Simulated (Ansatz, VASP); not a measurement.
## One calculation of BN, two programs

```xyz
2
Lattice="0.0000 1.8120 1.8120 1.8120 0.0000 1.8120 1.8120 1.8120 0.0000" Properties=species:S:1:pos:R:3 pbc="T T T"
B     0.0000    0.0000    0.0000
N     0.9060    0.9060    0.9060
```

Alike in both runs: functional PBE; k mesh 12 × 12 × 12; occupations gaussian, width 0.02 eV; no spin polarisation.

Ansatz relaxed the structure, and its values are those at the end. VASP's run is a single point on that final structure, the one shown.

|  | VASP | Ansatz |
| --- | --- | --- |
| version | VASP 6.6.1 | Ansatz 0.2.0 |
| potentials or method | VASP PAW PBE potentials, release 64 (B, N), cutoff 600 eV | scalar-relativistic, plane waves, PAW |
| valence electrons in the cell | 8 | 8 |

|  | VASP | Ansatz | Ansatz less VASP |
| --- | --- | --- | --- |
| gap on the k mesh at the Fermi level (eV) | 4.45 | 4.46 | +0.007 |
| least direct gap on the mesh (eV) | 8.78 | 8.79 | +0.005 |
| pressure (GPa) | 0.2 | 0.0 | -0.16 |
